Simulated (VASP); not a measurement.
Crystal: BN.

```xyz
2
Lattice="0.0000 1.8075 1.8075 1.8075 0.0000 1.8075 1.8075 1.8075 0.0000" Properties=species:S:1:pos:R:3 pbc="T T T"
B     0.0000    0.0000    0.0000
N     0.9038    0.9038    0.9038
```

* Program: VASP 6.6.1
* Task: relaxation of cell and atoms
* Functional: LDA
* Potentials or basis: VASP PAW LDA potentials, release 64 (B, N)
* Cutoff: 600 eV
* k mesh: 12 × 12 × 12
* Occupations: fermi-dirac, width 0.02 eV
* Spin: no spin polarisation

At the start: pressure -10.3 GPa; volume 5.91 Å³/atom.

How do energy, volume and symmetry change on relaxing?

Over 3 steps the energy falls by 5.2 meV/atom and the volume is 5.75 Å³/atom (-2.7 %); space group F-43m (No. 216, to 0.1 Å) before and after.

Step by step:
```
step  energy change (eV)  largest force (eV/Å)  pressure (GPa)  volume (Å³)
   1              0.0000                0.0000          -10.29        11.81
   2              0.0014                0.0000           12.01        11.17
   3             -0.0104                0.0000           -0.06        11.50
```

Final structure:
```xyz
2
Lattice="0.0000 1.7914 1.7914 1.7914 0.0000 1.7914 1.7914 1.7914 0.0000" Properties=species:S:1:pos:R:3 pbc="T T T"
B     0.0000    0.0000    0.0000
N     0.8957    0.8957    0.8957
```
